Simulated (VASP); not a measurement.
A run of VASP 6.6.1:

Contents of INCAR:

```
  PREC = Accurate
  ENCUT = 500
  EDIFF = 1E-7
  ISMEAR = -1
  SIGMA = 0.05
  LREAL = False
  LASPH = True
  NELM = 120
  ALGO = Normal
  ISIF = 3
  LWAVE = False
  LCHARG = False
  GGA = PS
  IBRION = 2
  NSW = 60
  EDIFFG = -0.01
  PSTRESS = 20.0
  GGA_COMPAT = False
  NELMIN = 4
```

File KPOINTS:

```
regular mesh
0
Gamma
  11 11 11
```

Contents of POSCAR:

```
Nb
1.0
   -1.6639500000      1.6639500000      1.6639500000
    1.6639500000     -1.6639500000      1.6639500000
    1.6639500000      1.6639500000     -1.6639500000
Nb
1
Direct
    0.0000000000      0.0000000000      0.0000000000
```

Potentials or basis: VASP PAW PBE potentials, release 64 (Nb_sv).

Run with:

```bash
$ cat potpaw_PBE.64/Nb_sv/POTCAR > POTCAR
$ mpirun -np 1 vasp_std > vasp.out
```

Hardware: 1 thread of Intel Xeon 8259CL, with other jobs on the host.

**Question.** Estimate the wall time of this run.

**Answer.** It took 100 s on 1 thread of Intel Xeon 8259CL, on a shared host, peak memory 0.12 GiB. Counts: scf iterations 45, k points 56, ion steps 4.
